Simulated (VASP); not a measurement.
# N (Pa-3) in VASP: a series of runs

The runs below take N through single point, relaxation of cell and atoms, with PBE.

All numbers are computed with VASP 6.6.1; they aren't measurements. Logs are shortened: lines on timing, memory, paths and dates and some standing lists are left out, and cuts for length are marked.

### Step 1. The cell of the first run

The structure is cubic, space group Pa-3 (No. 205). Conventional cell: a = 6.097 Å, b = 6.097 Å, c = 6.097 Å, α = 90.00°, β = 90.00°, γ = 90.00°. Within 1.5 Å of N (site symmetry 3) lie 1 N at 1.10 Å.

### Step 2. Single point, PBE

Contents of INCAR:

```
ALGO = Normal ; EDIFF = 1E-6
ENCUT = 520 ; GGA = PE
ISIF = 2 ; ISMEAR = -1
LASPH = T ; LCHARG = F
LREAL = F ; LWAVE = F
NBANDS = 30 ; NELM = 100
PREC = Accurate ; SIGMA = 0.05
```

Contents of KPOINTS:

```
k-points
0
Gamma
  3 3 3
```

Contents of POSCAR:

```
N
1.0
    6.0970425560      0.0000000000      0.0000000000
    0.0000000000      6.0970425560      0.0000000000
    0.0000000000      0.0000000000      6.0970425560
N
8
Direct
    0.0521682457      0.0521682457      0.0521682457
    0.4478317543      0.9478317543      0.5521682457
    0.5521682457      0.4478317543      0.9478317543
    0.9478317543      0.5521682457      0.4478317543
    0.9478317543      0.9478317543      0.9478317543
    0.5521682457      0.0521682457      0.4478317543
    0.4478317543      0.5521682457      0.0521682457
    0.0521682457      0.4478317543      0.5521682457
```

Potentials or basis: VASP PAW PBE potentials, release 64 (N).

Run with:

```sh
cat potpaw_PBE.64/N/POTCAR > POTCAR
mpirun -np 1 vasp_std > vasp.out
```

OUTCAR:

```text
EDIFF = 1E-6
   ENCUT = 520
   GGA = PE
   ISIF = 2
   ISMEAR = -1
   LASPH = T
   LREAL = F
   NELM = 100
   PREC = Accurate

 ion  position               nearest neighbor table
   1  0.052  0.052  0.052-   5 1.10
   2  0.448  0.948  0.552-   6 1.10
   3  0.552  0.448  0.948-   7 1.10
   4  0.948  0.552  0.448-   8 1.10
   5  0.948  0.948  0.948-   1 1.10
   6  0.552  0.052  0.448-   2 1.10
   7  0.448  0.552  0.052-   3 1.10
   8  0.052  0.448  0.552-   4 1.10

  LATTYP: Found a simple cubic cell.
 ALAT       =     6.0970425560

  Lattice vectors:

 A1 = (   6.0970425560,   0.0000000000,   0.0000000000)
 A2 = (   0.0000000000,   6.0970425560,   0.0000000000)
 A3 = (   0.0000000000,   0.0000000000,   6.0970425560)

Analysis of symmetry for initial positions (statically):
=====================================================================
 Subroutine PRICEL returns:
 Original cell was already a primitive cell.

 Routine SETGRP: Setting up the symmetry group for a
 simple cubic supercell.

 Subroutine GETGRP returns: Found 24 space group operations
 (whereof  6 operations were pure point group operations)
 out of a pool of 48 trial point group operations.

The static configuration has the point symmetry S_6 .
 The point group associated with its full space group is T_h .

Analysis of symmetry for dynamics (positions and initial velocities):
=====================================================================
 Subroutine PRICEL returns:
 Original cell was already a primitive cell.

 Routine SETGRP: Setting up the symmetry group for a
 simple cubic supercell.

 Subroutine GETGRP returns: Found 24 space group operations
 (whereof  6 operations were pure point group operations)
 out of a pool of 48 trial point group operations.

The dynamic configuration has the point symmetry S_6 .
 The point group associated with its full space group is T_h .

 Subroutine INISYM returns: Found 24 space group operations
 (whereof  6 operations are pure point group operations),
 and found     1 'primitive' translations

----------------------------------------------------------------------------------------

                                     Primitive cell

  volume of cell :     226.6510

  direct lattice vectors                    reciprocal lattice vectors
     6.097042556  0.000000000  0.000000000     0.164013945  0.000000000  0.000000000
     0.000000000  6.097042556  0.000000000     0.000000000  0.164013945  0.000000000
     0.000000000  0.000000000  6.097042556     0.000000000  0.000000000  0.164013945

  length of vectors
     6.097042556  6.097042556  6.097042556     0.164013945  0.164013945  0.164013945

  position of ions in fractional coordinates (direct lattice)
     0.052168246  0.052168246  0.052168246
     0.447831754  0.947831754  0.552168246
     0.552168246  0.447831754  0.947831754
     0.947831754  0.552168246  0.447831754
     0.947831754  0.947831754  0.947831754
     0.552168246  0.052168246  0.447831754
     0.447831754  0.552168246  0.052168246
     0.052168246  0.447831754  0.552168246

  ion indices of the primitive-cell ions
   primitive index   ion index
                 1           1
                 2           2
                 3           3
                 4           4
                 5           5
                 6           6
                 7           7
                 8           8

----------------------------------------------------------------------------------------

 KPOINTS: k-points

Automatic generation of k-mesh.
 Grid dimensions read from file:
 generate k-points for:    3    3    3

 Generating k-lattice:

  Cartesian coordinates                     Fractional coordinates (reciprocal lattice)
     0.054671315  0.000000000  0.000000000     0.333333333  0.000000000  0.000000000
     0.000000000  0.054671315  0.000000000     0.000000000  0.333333333  0.000000000
     0.000000000  0.000000000  0.054671315     0.000000000  0.000000000  0.333333333

  Length of vectors
     0.054671315  0.054671315  0.054671315

  Shift w.r.t. Gamma in fractional coordinates (k-lattice)
     0.000000000  0.000000000  0.000000000

 Subroutine IBZKPT returns following result:
 ===========================================

 Found      4 irreducible k-points:

 Following reciprocal coordinates:
            Coordinates               Weight
  0.000000  0.000000  0.000000      1.000000
  0.333333  0.000000  0.000000      6.000000
  0.333333  0.333333  0.000000     12.000000
  0.333333  0.333333  0.333333      8.000000
   k-points           NKPTS =      4   k-points in BZ     NKDIM =      4   number of bands    NBANDS=     30
   number of dos      NEDOS =    301   number of ions     NIONS =      8
   total plane-waves  NPLWV = 110592
   dimension x,y,z NGX =    48 NGY =   48 NGZ =   48
   dimension x,y,z NGXF=    96 NGYF=   96 NGZF=   96
   ions per type =               8
   NGX,Y,Z   is equivalent  to a cutoff of  13.09, 13.09, 13.09 a.u.
   NGXF,Y,Z  is equivalent  to a cutoff of  26.18, 26.18, 26.18 a.u.
 SYSTEM =  unknown system
   PREC   = accura    normal or accurate (medium, high low for compatibility)
   ISTART =      0    job   : 0-new  1-cont  2-samecut
   ICHARG =      2    charge: 1-file 2-atom 10-const
   ISPIN  =      1    spin polarized calculation?
   LNONCOLLINEAR =      F non collinear calculations
   LSORBIT =      F    spin-orbit coupling
   LASPH  =      T    aspherical Exc in radial PAW
   ENCUT  =  520.0 eV  38.22 Ry    6.18 a.u.  11.34 11.34 11.34*2*pi/ulx,y,z
   NELM   =    100;   NELMIN=  2; NELMDL= -5     # of ELM steps
   EDIFF  = 0.1E-05   stopping-criterion for ELM
   LREAL  =      F    real-space projection
   EDIFFG = 0.1E-04   stopping-criterion for IOM
   NSW    =      0    number of steps for IOM
   IBRION =     -1    ionic relax: 0-MD 1-quasi-New 2-CG
   NFREE  =      0    steps in history (QN), initial steepest desc. (CG)
   ISIF   =      2    stress and relaxation
   ISYM   =      2    0-nonsym 1-usesym 2-fastsym
   POTIM  = 0.5000    time-step for ionic-motion
   TEBEG  =    0.0;   TEEND  =   0.0 temperature during run
   PSTRESS=    0.0 pullay stress
   NELECT =      40.0000    total number of electrons
   NUPDOWN=      -1.0000    fix difference up-down
   EMIN   =  10.00;   EMAX   =-10.00  energy-range for DOS
   EFERMI =   0.00;   METHOD = LEGACY
   ISMEAR =    -1;   SIGMA  =   0.05  broadening in eV -4-tet -1-fermi 0-gaus
   EFERMI_NEDOS =   21; number of points for ismear=-14 and -15
   IALGO  =     38    algorithm
   IMIX   =      4    mixing-type and parameters
     AMIX     =   0.40;   BMIX     =  1.00
     AMIX_MAG =   1.60;   BMIX_MAG =  1.00
  volume/ion in A,a.u.               =      28.33       191.19
  Fermi-wavevector in a.u.,A,eV,Ry     =   0.918281  1.735299 11.472977  0.843240
  Thomas-Fermi vector in A             =   2.043345
   LORBIT       =      0    0 simple, 1 ext, 2 COOP (PROOUT), +10 PAW based schemes
   GGA     = PE    functional components
   LHFCALC =     F    Hartree Fock is set to
   AEXX    =    0.0000 exact exchange contribution
   IVDW    =     0    specifies the selected vdW correction
   LEPSILON=     F    determine dielectric tensor
   LRPA    =     F    only Hartree local field effects (RPA)
 non-spin polarized calculation
  energy-cutoff  :      520.00
  volume of cell :      226.65
 maximum number of plane-waves:      6127
 NGX is ok and might be reduce to    48
   NGX = 23   NGY = 23   NGZ = 23

 number of electron      40.0000013 magnetization

 Free energy of the ion-electron system (eV)
  ---------------------------------------------------
  ext. energy  EPLUGINS =         0.00000000
  ---------------------------------------------------
  free energy    TOTEN  =       -66.67542958 eV

  energy without entropy =      -66.67542958  energy(sigma->0) =      -66.67542958

 E-fermi :  -6.1315     XC(G=0):  -5.6690

 val. band max:       -7.3365489094   @ k =   0.3333   0.0000   0.0000
 cond. band min:       0.2880755181   @ k =   0.0000   0.0000   0.0000
 fundamental gap:      7.6246244275
 Fermi energy:        -6.1314870403

 k-point     1 :       0.0000    0.0000    0.0000
  band No.  band energies     occupation
      1     -25.6100      2.00000
      2     -25.5879      2.00000
      3     -25.5879      2.00000
      4     -25.5879      2.00000
      5     -10.7541      2.00000
      6     -10.7541      2.00000
[... 22 lines left out ...]
     29       2.9902      0.00000
     30       5.5721      0.00000

 k-point     2 :       0.3333    0.0000    0.0000
  band No.  band energies     occupation
      1     -25.6046      2.00000
      2     -25.5936      2.00000
      3     -25.5881      2.00000
      4     -25.5881      2.00000
      5     -10.7520      2.00000
      6     -10.7516      2.00000
[... 22 lines left out ...]
     29       3.2570      0.00000
     30       4.2538      0.00000

 k-point     3 :       0.3333    0.3333    0.0000
  band No.  band energies     occupation
      1     -25.6004      2.00000
      2     -25.5921      2.00000
      3     -25.5921      2.00000
      4     -25.5894      2.00000
      5     -10.7493      2.00000
      6     -10.7411      2.00000
[... 22 lines left out ...]
     29       3.5144      0.00000
     30       4.4553      0.00000

 k-point     4 :       0.3333    0.3333    0.3333
  band No.  band energies     occupation
      1     -25.5975      2.00000
      2     -25.5921      2.00000
      3     -25.5921      2.00000
      4     -25.5920      2.00000
      5     -10.7473      2.00000
      6     -10.7473      2.00000
[... 22 lines left out ...]
     29       3.7708      0.00000
     30       4.5491      0.00000

------------------------ aborting loop because EDIFF is reached ----------------------------------------

  FORCE on cell =-STRESS in cart. coord.  units (eV):
  Direction    XX          YY          ZZ          XY          YZ          ZX
  --------------------------------------------------------------------------------------
  -------------------------------------------------------------------------------------
  Total        2.3495591      2.3495591      2.3495591      0.0000000      0.0000000      0.0000000
  in kB       16.6088391     16.6088391     16.6088391      0.0000000      0.0000000      0.0000000
  external PRESSURE =      16.6088391 kB  Pullay stress =       0.0000000 kB

 VOLUME and BASIS-vectors are now :
 -----------------------------------------------------------------------------
  energy-cutoff  :      520.00
  volume of cell :      226.65
      direct lattice vectors                 reciprocal lattice vectors
     6.097042556  0.000000000  0.000000000     0.164013945  0.000000000  0.000000000
     0.000000000  6.097042556  0.000000000     0.000000000  0.164013945  0.000000000
     0.000000000  0.000000000  6.097042556     0.000000000  0.000000000  0.164013945

 POSITION                                       TOTAL-FORCE (eV/Angst)
 -----------------------------------------------------------------------------------
      0.31807      0.31807      0.31807         1.010979      1.010979      1.010979
      2.73045      5.77897      3.36659        -1.010979     -1.010979      1.010979
      3.36659      2.73045      5.77897         1.010979     -1.010979     -1.010979
      5.77897      3.36659      2.73045        -1.010979      1.010979     -1.010979
      5.77897      5.77897      5.77897        -1.010979     -1.010979     -1.010979
      3.36659      0.31807      2.73045         1.010979      1.010979     -1.010979
      2.73045      3.36659      0.31807        -1.010979      1.010979      1.010979
      0.31807      2.73045      3.36659         1.010979     -1.010979      1.010979
 -----------------------------------------------------------------------------------
    total drift:                               -0.000000     -0.000000     -0.000000

  FREE ENERGIE OF THE ION-ELECTRON SYSTEM (eV)
  ---------------------------------------------------
  free  energy   TOTEN  =       -66.6754295809 eV

  energy  without entropy=      -66.6754295808  energy(sigma->0) =      -66.67542958
```

Run time: 46 s. Hardware: 1 thread of Intel Xeon 8259CL, shared host; peak memory 0.31 GiB.

What came out:

```
Free energy            : -66.6754 eV
Pressure               : 1.7 GPa
Largest force          : 1.751 eV/Å
Band gap on the k mesh : 7.62 eV (least direct gap 7.63 eV)
```

Forces on the atoms (eV/Å):
```
N    1.011  1.011  1.011
N   -1.011 -1.011  1.011
N    1.011 -1.011 -1.011
N   -1.011  1.011 -1.011
N   -1.011 -1.011 -1.011
N    1.011  1.011 -1.011
N   -1.011  1.011  1.011
N    1.011 -1.011  1.011
```

Levels at points of the mesh, in eV from the valence-band top:
```tsv
k point	band 18	band 19	band 20	band 21	band 22	band 23
(0.00, 0.00, 0.00)	-0.01	-0.01	-0.01	7.62	7.62	7.62
```

Caveat: the standard files for N, O and F lose accuracy on very short bonds; this functional lacks dispersion, which holds the molecules together, so the pressure and a relaxed volume are unreliable; an odd mesh through Γ misses points on the zone boundary, where band edges can lie; forces of over 1 eV/Å act on the atoms, so gaps and moduli don't describe the material at rest.

### Step 3. Relaxation of cell and atoms, PBE

This run uses another cell than the first one, of 22.47 Å³/atom.

Contents of INCAR:

```
SYSTEM = N
ALGO = Normal
EDIFF = 1E-6
EDIFFG = -0.01
ENCUT = 600
GGA = PE
IBRION = 2
ISIF = 3
ISMEAR = -1
LASPH = .TRUE.
LCHARG = .FALSE.
LREAL = .FALSE.
LWAVE = .FALSE.
NELM = 100
NSW = 80
PREC = Accurate
SIGMA = 0.05
```

Contents of KPOINTS:

```
k-points
0
G
  3 3 3
  0 0 0
```

Contents of POSCAR:

```
N
1.0
    5.6440000000      0.0000000000      0.0000000000
    0.0000000000      5.6440000000      0.0000000000
    0.0000000000      0.0000000000      5.6440000000
N
8
Direct
    0.0540000000      0.0540000000      0.0540000000
    0.4460000000      0.9460000000      0.5540000000
    0.5540000000      0.4460000000      0.9460000000
    0.9460000000      0.5540000000      0.4460000000
    0.9460000000      0.9460000000      0.9460000000
    0.5540000000      0.0540000000      0.4460000000
    0.4460000000      0.5540000000      0.0540000000
    0.0540000000      0.4460000000      0.5540000000
```

Potentials or basis: VASP PAW PBE potentials, release 64 (N).

Run with:

```sh
cat potpaw_PBE.64/N/POTCAR > POTCAR
mpirun -np 1 vasp_std > vasp.out
```

Wall time 12 min (1 thread of Intel Xeon 8259CL, shared host); peak memory 0.31 GiB.

Results (log left out):

```
Free energy                           : -66.6998 eV
Relaxed volume                        : 26.13 Å³/atom
Relaxed cell                          : a = 5.935 Å, b = 5.935 Å, c = 5.935 Å, α = 90.00°, β = 90.00°, γ = 90.00°
Space group after relaxing (to 0.1 Å) : Pa-3 (No. 205)
Pressure after relaxing               : 0.0 GPa
Band gap on the k mesh                : 7.42 eV (least direct gap 7.43 eV)
```

Final structure:
```
N
1.0
     5.93500    0.00000    0.00000
     0.00000    5.93500    0.00000
     0.00000    0.00000    5.93500
N
8
Direct
  0.05412 0.05412 0.05412
  0.44588 0.94588 0.55412
  0.55412 0.44588 0.94588
  0.94588 0.55412 0.44588
  0.94588 0.94588 0.94588
  0.55412 0.05412 0.44588
  0.44588 0.55412 0.05412
  0.05412 0.44588 0.55412
```

Levels at points of the mesh, in eV from the valence-band top:
```
           k point  band 18  band 19  band 20  band 21  band 22  band 23
(0.00, 0.00, 0.00)    -0.01    -0.01    -0.01     7.42     7.42     7.42
```

Caveat: the standard files for N, O and F lose accuracy on very short bonds; the volume moved by over 15 % at a fixed basis, so the end points are rough; this functional lacks dispersion, which holds the molecules together, so the pressure and a relaxed volume are unreliable; an odd mesh through Γ misses points on the zone boundary, where band edges can lie.

### Step 4. Single point, PBE

Contents of INCAR:

```
  PREC = Accurate
  ENCUT = 520
  EDIFF = 1E-7
  ISMEAR = -1
  SIGMA = 0.05
  LREAL = False
  LASPH = True
  NELM = 100
  ALGO = Normal
  ISIF = 2
  LWAVE = False
  LCHARG = True
  GGA = PE
  LELF = True
  LVHAR = True
  NBANDS = 30
```

Contents of KPOINTS:

```
Automatic mesh
0
Gamma
  5 5 5
```

Contents of POSCAR:

```
N
1.0
    6.0970425560      0.0000000000      0.0000000000
    0.0000000000      6.0970425560      0.0000000000
    0.0000000000      0.0000000000      6.0970425560
N
8
Direct
    0.0521682457      0.0521682457      0.0521682457
    0.4478317543      0.9478317543      0.5521682457
    0.5521682457      0.4478317543      0.9478317543
    0.9478317543      0.5521682457      0.4478317543
    0.9478317543      0.9478317543      0.9478317543
    0.5521682457      0.0521682457      0.4478317543
    0.4478317543      0.5521682457      0.0521682457
    0.0521682457      0.4478317543      0.5521682457
```

Run with:

```sh
cat potpaw_PBE.64/N/POTCAR > POTCAR
mpirun -np 1 vasp_std > vasp.out
```

Wall time 94 s (1 thread of Intel Xeon 8259CL, shared host); peak memory 0.33 GiB.

Results (log left out):

| Item | Value |
| --- | --- |
| Free energy | -66.6758 eV |
| Pressure | 1.7 GPa |
| Largest force | 1.750 eV/Å |
| Band gap on the k mesh | 7.62 eV (least direct gap 7.63 eV) |

Forces in eV/Å, atoms in the order of the input:
```
N    1.010  1.010  1.010
N   -1.010 -1.010  1.010
N    1.010 -1.010 -1.010
N   -1.010  1.010 -1.010
N   -1.010 -1.010 -1.010
N    1.010  1.010 -1.010
N   -1.010  1.010  1.010
N    1.010 -1.010  1.010
```

Levels at points of the mesh, in eV from the valence-band top:
```csv
k point,band 17,band 18,band 19,band 20,band 21,band 22,band 23,band 24
"(0.00, 0.00, 0.00)",-0.55,-0.01,-0.01,-0.01,7.62,7.62,7.62,8.22
```

Caveat: the standard files for N, O and F lose accuracy on very short bonds; this functional lacks dispersion, which holds the molecules together, so the pressure and a relaxed volume are unreliable; an odd mesh through Γ misses points on the zone boundary, where band edges can lie; forces of over 1 eV/Å act on the atoms, so gaps and moduli don't describe the material at rest.

### Step 5. Summary

```tsv
task	cell	k mesh	cutoff (eV)	gap on the mesh (eV)	pressure (GPa)	largest force (eV/Å)
single point	a = 6.097 Å, 8 atoms, atomic positions A	3 × 3 × 3	520	7.62	1.7	1.75
relaxation of cell and atoms	relaxed from a = 5.644 Å, 8 atoms, atomic positions B	3 × 3 × 3	600	7.42	0.0	-
single point	a = 6.097 Å, 8 atoms, atomic positions A	5 × 5 × 5	520	7.62	1.7	1.75
```

Alike in all rows: level PBE; potentials or basis VASP PAW PBE potentials, release 64 (N); no spin polarisation; smearing fermi-dirac 0.05 eV.

Caveats: the standard files for N, O and F lose accuracy on very short bonds; this functional lacks dispersion, which holds the molecules together, so the pressure and a relaxed volume are unreliable; an odd mesh through Γ misses points on the zone boundary, where band edges can lie; forces of over 1 eV/Å act on the atoms, so gaps and moduli don't describe the material at rest (at least some runs); the volume moved by over 15 % at a fixed basis, so the end points are rough (at least some runs).

Absolute energies hang on the potentials; compare differences alone.
